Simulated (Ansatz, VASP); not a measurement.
## Two plane-wave programs on Te2Mo

Contents of INCAR:

```
SYSTEM = Te2Mo
PREC     = Accurate       ! precision mode
ENCUT    = 520            ! plane-wave cutoff, eV
EDIFF    = 1E-6           ! SCF threshold, eV
ISMEAR   = 0              ! smearing method
SIGMA    = 0.05           ! smearing width, eV
LREAL    = .FALSE.        ! projectors in reciprocal space
LASPH    = .TRUE.         ! aspherical terms in the spheres
NELM     = 100            ! most SCF steps
ALGO     = Normal         ! electronic algorithm
ISIF     = 2              ! what is computed and relaxed
LWAVE    = .FALSE.        ! write WAVECAR
LCHARG   = .FALSE.        ! write CHGCAR
NBANDS   = 20             ! bands
```

File KPOINTS:

```
Automatic mesh
0
G
  12 12 2
  0 0 0
```

The input POSCAR:

```
Te2Mo
1.0
    3.2754141889      0.0000000000      0.0000000000
   -1.6377070944      2.8365918955      0.0000000000
    0.0000000000      0.0000000000     17.5240578200
Te Mo
2 1
Direct
    0.3333333333      0.6666666667      0.8978554500
    0.3333333333      0.6666666667      0.1021445500
    0.0000000000      0.0000000000      0.0000000000
```

Input for Ansatz:

```yaml
crystal:
  lattice:
    - [3.2754141889, 0.0, 0.0]
    - [-1.6377070944, 2.8365918955, 0.0]
    - [0.0, 0.0, 17.52405782]
  atoms:
    - { symbol: Te, position: [0.3333333333, 0.6666666667, 0.89785545] }
    - { symbol: Te, position: [0.3333333333, 0.6666666667, 0.10214455] }
    - { symbol: Mo, position: [0.0, 0.0, 0.0] }
basis:
  ecutwfc: 420
kpoints:
  mp_grid: { grid: [12, 12, 2] }
hamiltonian:
  xc: lda
scf:
  occupations: { method: gaussian, width: 0.05 }
output:
  forces: true
  stress: true
  eigenvalues: true
```

Change from the starting cell: strain -0.080 along x and y, +0.000 along z, atoms carried along.

Alike in both runs: task single point; functional LDA; k mesh 12 × 12 × 2; occupations gaussian, width 0.05 eV; no spin polarisation.

```csv
,VASP,Ansatz
version,VASP 6.6.1,Ansatz 0.2.0
potentials or method,"VASP PAW LDA potentials, release 64 (Te, Mo_sv), cutoff 520 eV","scalar-relativistic, plane waves, PAW"
valence electrons in the cell,26,46
```

```csv
,VASP,Ansatz,Ansatz less VASP
gap on the k mesh at the Fermi level (eV),0.97,0.98,+0.010
least direct gap on the mesh (eV),1.55,1.55,0.000
rms of the force components (eV/Å),0.694,0.660,-0.0340
```

LDA's correlation is that of Perdew and Zunger in VASP and of Perdew and Wang (1992) in Ansatz. Atom by atom the forces differ by 0.034 eV/Å (rms over components). VASP's potentials hold 26 valence electrons a cell and Ansatz's 46, so a difference there can come from the potentials and not from the codes.

Neither program's run includes spin-orbit coupling.
